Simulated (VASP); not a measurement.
# BN (Cm) in VASP: single point with r2SCAN

Aim: the single point of BN with r2SCAN.

All numbers are computed with VASP 6.6.1; they aren't measurements. Logs are shortened: lines on timing, memory, paths and dates and some standing lists are left out, and cuts for length are marked.

### Step 1. The cell of the first run

The structure is monoclinic, space group Cm (No. 8). The conventional cell has a = 13.109 Å, b = 2.512 Å, c = 4.399 Å, α = 90.00°, β = 90.52°, γ = 90.00°. Within 1.9 Å of B (site symmetry m) lie 3 N at 1.43 to 1.54 Å. B (site symmetry m) has 3 N at 1.44 to 1.48 Å within 1.9 Å. Within 1.9 Å of B (site symmetry m) lie 3 N at 1.44 to 1.52 Å. B (site symmetry m) has 4 N at 1.53 to 1.57 Å within 2.0 Å. N (site symmetry m) has 4 B at 1.52 to 1.57 Å within 2.0 Å. N (site symmetry m) has 3 B at 1.43 to 1.56 Å within 1.9 Å. Within 1.9 Å of N (site symmetry m) lie 3 B at 1.44 to 1.53 Å. N (site symmetry m) has 3 B at 1.44 to 1.48 Å within 1.9 Å.

### Step 2. Single point, r2SCAN

POSCAR

```
BN
1.0
    6.5544910000     -1.2559910000      0.0000000000
    6.5544910000      1.2559910000      0.0000000000
   -0.0398360000      0.0000000000      4.3983230000
B N
4 4
Direct
    0.0000830000      0.0000830000      0.9988240000
    0.2000110000      0.2000110000      0.4277020000
    0.8657530000      0.8657530000      0.3805750000
    0.5315310000      0.5315310000      0.4982820000
    0.9807680000      0.9807680000      0.3431060000
    0.5061550000      0.5061550000      0.8431640000
    0.6468950000      0.6468950000      0.4437980000
    0.3123020000      0.3123020000      0.3930490000
```

INCAR.step1

```
SYSTEM = BN
PREC = Accurate ; ENCUT = 520
ISMEAR = 0 ; SIGMA = 0.01
LREAL = .FALSE. ; LASPH = .TRUE.
NELM = 80 ; NBANDS = 26
GGA = PE ; ALGO = Normal
EDIFF = 1E-4 ; LWAVE = .TRUE.
LCHARG = .FALSE.
```

INCAR.step2

```
SYSTEM = BN
PREC = Accurate ; ENCUT = 520
EDIFF = 1E-6 ; ISMEAR = 0
SIGMA = 0.01 ; LREAL = .FALSE.
LASPH = .TRUE. ; NELM = 80
ALGO = Normal ; ISIF = 2
LWAVE = .FALSE. ; LCHARG = .FALSE.
METAGGA = R2SCAN ; LMIXTAU = .TRUE.
NBANDS = 26 ; ISTART = 1
```

KPOINTS

```
Automatic mesh
0
Gamma
  4 4 2
  0.5 0.5 0.5
```

Potentials or basis: VASP PAW PBE potentials, release 64 (B, N).

Run with:

```bash
$ cat potpaw_PBE.64/B/POTCAR potpaw_PBE.64/N/POTCAR > POTCAR
$ cp INCAR.step1 INCAR
$ mpirun -np 1 vasp_std > vasp.out
$ cp INCAR.step2 INCAR
$ mpirun -np 1 vasp_std > vasp.out
```

OUTCAR:

```text
SYSTEM = BN
   PREC = Accurate
   ENCUT = 520
   EDIFF = 1E-6
   ISMEAR = 0
   LREAL = .FALSE.
   LASPH = .TRUE.
   NELM = 80
   ISIF = 2
   METAGGA = R2SCAN
   ISTART = 1

 ion  position               nearest neighbor table
   1  0.000  0.000  0.999-   6 1.43   6 1.43   5 1.54
   2  0.200  0.200  0.428-   7 1.44   7 1.44   8 1.48
   3  0.866  0.866  0.381-   8 1.44   8 1.44   5 1.52
   4  0.532  0.532  0.498-   7 1.53   6 1.56   5 1.57   5 1.57
   5  0.981  0.981  0.343-   3 1.52   1 1.54   4 1.57   4 1.57
   6  0.506  0.506  0.843-   1 1.43   1 1.43   4 1.56
   7  0.647  0.647  0.444-   2 1.44   2 1.44   4 1.53
   8  0.312  0.312  0.393-   3 1.44   3 1.44   2 1.48

  LATTYP: Found a base centered monoclinic cell.
 ALAT       =    13.1089820000
 B/A-ratio  =     0.1916229651
 C/A-ratio  =     0.3355335598
 COS(beta)  =    -0.0090567169

  Lattice vectors:

 A1 = (   6.5544910000,  -1.2559910000,   0.0000000000)
 A2 = (   6.5544910000,   1.2559910000,   0.0000000000)
 A3 = (  -0.0398360000,   0.0000000000,   4.3983230000)

Analysis of symmetry for initial positions (statically):
=====================================================================
 Subroutine PRICEL returns:
 Original cell was already a primitive cell.

 Routine SETGRP: Setting up the symmetry group for a
 base centered monoclinic supercell.

 Subroutine GETGRP returns: Found  2 space group operations
 (whereof  2 operations were pure point group operations)
 out of a pool of  4 trial point group operations.

The static configuration has the point symmetry C_1h.

Analysis of symmetry for dynamics (positions and initial velocities):
=====================================================================
 Subroutine PRICEL returns:
 Original cell was already a primitive cell.

 Routine SETGRP: Setting up the symmetry group for a
 base centered monoclinic supercell.

 Subroutine GETGRP returns: Found  2 space group operations
 (whereof  2 operations were pure point group operations)
 out of a pool of  4 trial point group operations.

The dynamic configuration has the point symmetry C_1h.

 Subroutine INISYM returns: Found  2 space group operations
 (whereof  2 operations are pure point group operations),
 and found     1 'primitive' translations

----------------------------------------------------------------------------------------

                                     Primitive cell

  volume of cell :      72.4173

  direct lattice vectors                    reciprocal lattice vectors
     6.554491000 -1.255991000  0.000000000     0.076283574 -0.398092025  0.000690907
     6.554491000  1.255991000  0.000000000     0.076283574  0.398092025  0.000690907
    -0.039836000  0.000000000  4.398323000     0.000000000  0.000000000  0.227359382

  length of vectors
     6.673744501  6.673744501  4.398503395     0.405335566  0.405335566  0.227359382

  position of ions in fractional coordinates (direct lattice)
     0.000083000  0.000083000  0.998824000
     0.200011000  0.200011000  0.427702000
     0.865753000  0.865753000  0.380575000
     0.531531000  0.531531000  0.498282000
     0.980768000  0.980768000  0.343106000
     0.506155000  0.506155000  0.843164000
     0.646895000  0.646895000  0.443798000
     0.312302000  0.312302000  0.393049000

  ion indices of the primitive-cell ions
   primitive index   ion index
                 1           1
                 2           2
                 3           3
                 4           4
                 5           5
                 6           6
                 7           7
                 8           8

----------------------------------------------------------------------------------------

 KPOINTS: Automatic mesh

Automatic generation of k-mesh.
 Grid dimensions read from file:
 generate k-points for:    4    4    2

 Generating k-lattice:

  Cartesian coordinates                     Fractional coordinates (reciprocal lattice)
     0.019070894 -0.099523006  0.000172727     0.250000000 -0.000000000  0.000000000
     0.019070894  0.099523006  0.000172727    -0.000000000  0.250000000  0.000000000
     0.000000000  0.000000000  0.113679691     0.000000000  0.000000000  0.500000000

  Length of vectors
     0.101333891  0.101333891  0.113679691

  Shift w.r.t. Gamma in fractional coordinates (k-lattice)
     0.500000000  0.500000000  0.500000000

 Subroutine IBZKPT returns following result:
 ===========================================

 Found     10 irreducible k-points:

 Following reciprocal coordinates:
            Coordinates               Weight
  0.125000  0.125000  0.250000      2.000000
  0.375000  0.125000  0.250000      4.000000
 -0.375000  0.125000  0.250000      4.000000
 -0.125000  0.125000  0.250000      4.000000
  0.375000  0.375000  0.250000      2.000000
 -0.375000  0.375000  0.250000      4.000000
 -0.125000  0.375000  0.250000      4.000000
 -0.375000 -0.375000  0.250000      2.000000
 -0.125000 -0.375000  0.250000      4.000000
 -0.125000 -0.125000  0.250000      2.000000
   k-points           NKPTS =     10   k-points in BZ     NKDIM =     10   number of bands    NBANDS=     26
   number of dos      NEDOS =    301   number of ions     NIONS =      8
   total plane-waves  NPLWV =  90000
   dimension x,y,z NGX =    50 NGY =   50 NGZ =   36
   dimension x,y,z NGXF=   100 NGYF=  100 NGZF=   72
   ions per type =               4   4
   NGX,Y,Z   is equivalent  to a cutoff of  12.46, 12.46, 13.61 a.u.
   NGXF,Y,Z  is equivalent  to a cutoff of  24.91, 24.91, 27.21 a.u.
 SYSTEM =  BN
   PREC   = accura    normal or accurate (medium, high low for compatibility)
   ISTART =      1    job   : 0-new  1-cont  2-samecut
   ICHARG =      0    charge: 1-file 2-atom 10-const
   ISPIN  =      1    spin polarized calculation?
   LNONCOLLINEAR =      F non collinear calculations
   LSORBIT =      F    spin-orbit coupling
   LASPH  =      T    aspherical Exc in radial PAW
   ENCUT  =  520.0 eV  38.22 Ry    6.18 a.u.  12.41 12.41  8.18*2*pi/ulx,y,z
   NELM   =     80;   NELMIN=  2; NELMDL=  0     # of ELM steps
   EDIFF  = 0.1E-05   stopping-criterion for ELM
   LREAL  =      F    real-space projection
[... 7 lines left out ...]
   TEBEG  =    0.0;   TEEND  =   0.0 temperature during run
   PSTRESS=    0.0 pullay stress
   NELECT =      32.0000    total number of electrons
   NUPDOWN=      -1.0000    fix difference up-down
   EMIN   =  10.00;   EMAX   =-10.00  energy-range for DOS
   EFERMI =   0.00;   METHOD = LEGACY
   ISMEAR =     0;   SIGMA  =   0.01  broadening in eV -4-tet -1-fermi 0-gaus
   EFERMI_NEDOS =   21; number of points for ismear=-14 and -15
   IALGO  =     38    algorithm
   IMIX   =      4    mixing-type and parameters
     AMIX     =   0.40;   BMIX     =  1.00
     AMIX_MAG =   1.60;   BMIX_MAG =  1.00
  volume/ion in A,a.u.               =       9.05        61.09
  Fermi-wavevector in a.u.,A,eV,Ry     =   1.246935  2.356366 21.154990  1.554848
  Thomas-Fermi vector in A             =   2.381090
   LORBIT       =      0    0 simple, 1 ext, 2 COOP (PROOUT), +10 PAW based schemes
   METAGGA = R2SCAN    functional components
   LHFCALC =     F    Hartree Fock is set to
   AEXX    =    0.0000 exact exchange contribution
   IVDW    =     0    specifies the selected vdW correction
   LEPSILON=     F    determine dielectric tensor
   LRPA    =     F    only Hartree local field effects (RPA)
 non-spin polarized calculation
 Gauss-broadening in eV      SIGMA  =   0.01
  energy-cutoff  :      520.00
  volume of cell :       72.42
 maximum number of plane-waves:      1960
 NGX is ok and might be reduce to    50
   NGX = 25   NGY = 25   NGZ = 17

 number of electron      32.0000002 magnetization

 Free energy of the ion-electron system (eV)
  ---------------------------------------------------
  ext. energy  EPLUGINS =         0.00000000
  ---------------------------------------------------
  free energy    TOTEN  =       -76.01670494 eV

  energy without entropy =      -76.01670494  energy(sigma->0) =      -76.01670494

 E-fermi :   2.9506     XC(G=0): -10.5568

 val. band max:        2.8926064071   @ k =  -0.3750   0.1250   0.2500
 cond. band min:       5.4746479487   @ k =  -0.1250   0.3750   0.2500
 fundamental gap:      2.5820415416
 Fermi energy:         2.9505964968

 k-point     1 :       0.1250    0.1250    0.2500
  band No.  band energies     occupation
      1     -17.1498      2.00000
      2     -15.3931      2.00000
      3     -14.5333      2.00000
      4     -13.7682      2.00000
      5      -6.4895      2.00000
      6      -5.4105      2.00000
[... 18 lines left out ...]
     25      13.9800      0.00000
     26      14.5195      0.00000

 k-point     2 :       0.3750    0.1250    0.2500
  band No.  band energies     occupation
      1     -16.1502      2.00000
      2     -14.7704      2.00000
      3     -13.8310      2.00000
      4     -13.0074      2.00000
      5      -6.2472      2.00000
      6      -5.5399      2.00000
[... 18 lines left out ...]
     25      15.4107      0.00000
     26      16.2227      0.00000

 k-point     3 :      -0.3750    0.1250    0.2500
  band No.  band energies     occupation
      1     -14.1843      2.00000
      2     -13.7331      2.00000
      3     -13.3557      2.00000
      4     -12.5960      2.00000
      5      -7.1166      2.00000
      6      -6.7829      2.00000
[... 166 lines left out ...]
 k-point     9 :      -0.1250   -0.3750    0.2500
  band No.  band energies     occupation
      1     -16.1388      2.00000
      2     -14.8553      2.00000
      3     -13.6124      2.00000
      4     -13.1598      2.00000
      5      -6.2524      2.00000
      6      -5.4754      2.00000
[... 18 lines left out ...]
     25      15.2616      0.00000
     26      16.1111      0.00000

 k-point    10 :      -0.1250   -0.1250    0.2500
  band No.  band energies     occupation
      1     -17.1429      2.00000
      2     -15.4849      2.00000
      3     -14.1968      2.00000
      4     -14.0311      2.00000
      5      -6.1436      2.00000
      6      -5.9108      2.00000
[... 18 lines left out ...]
     25      13.9368      0.00000
     26      14.6842      0.00000

------------------------ aborting loop because EDIFF is reached ----------------------------------------

  FORCE on cell =-STRESS in cart. coord.  units (eV):
  Direction    XX          YY          ZZ          XY          YZ          ZX
  --------------------------------------------------------------------------------------
  -------------------------------------------------------------------------------------
  Total       -1.6433656     -1.4218995     -1.1094478      0.0000000      0.0000000      0.1116611
  in kB      -36.3581820    -31.4584175    -24.5456669      0.0000000      0.0000000      2.4704146
  external PRESSURE =     -30.7874221 kB  Pullay stress =       0.0000000 kB

 VOLUME and BASIS-vectors are now :
 -----------------------------------------------------------------------------
  energy-cutoff  :      520.00
  volume of cell :       72.42
      direct lattice vectors                 reciprocal lattice vectors
     6.554491000 -1.255991000  0.000000000     0.076283574 -0.398092025  0.000690907
     6.554491000  1.255991000  0.000000000     0.076283574  0.398092025  0.000690907
    -0.039836000  0.000000000  4.398323000     0.000000000  0.000000000  0.227359382

 POSITION                                       TOTAL-FORCE (eV/Angst)
 -----------------------------------------------------------------------------------
     -0.03870      0.00000      4.39315         0.042538      0.000000     -0.072941
      2.60490      0.00000      1.88117        -0.004090      0.000000      0.010239
     11.33398      0.00000      1.67389        -0.061021      0.000000      0.016876
      6.94798      0.00000      2.19161         0.035283      0.000000      0.071539
     12.84320      0.00000      1.50909        -0.043643      0.000000     -0.081850
      6.60159      0.00000      3.70851        -0.067967      0.000000      0.086422
      8.46246      0.00000      1.95197         0.085293      0.000000     -0.029947
      4.07830      0.00000      1.72876         0.013606      0.000000     -0.000337
 -----------------------------------------------------------------------------------
    total drift:                                0.001173     -0.000000     -0.000248

  FREE ENERGIE OF THE ION-ELECTRON SYSTEM (eV)
  ---------------------------------------------------
  free  energy   TOTEN  =       -76.0167049409 eV

  energy  without entropy=      -76.0167049409  energy(sigma->0) =      -76.01670494
```

It took 80 s on 1 thread of Intel Xeon 6975P-C (Granite Rapids), shared host; peak memory 0.3 GiB.

Results:

```yaml
Free_energy: -76.0167 eV
Pressure: -3.1 GPa
Largest_force: 0.110 eV/Å
Band_gap_on_the_k_mesh: 2.58 eV, indirect (the least direct gap lies 0.5 meV higher)
```

Forces on the atoms (eV/Å):
```
B    0.043  0.000 -0.073
B   -0.004  0.000  0.010
B   -0.061  0.000  0.017
B    0.035  0.000  0.072
N   -0.044  0.000 -0.082
N   -0.068  0.000  0.086
N    0.085  0.000 -0.030
N    0.014  0.000  0.000
```

Caveat: the k points lie up to 0.71 Å⁻¹ apart; the PAW data sets were made with another functional, which shifts forces and pressure a little.
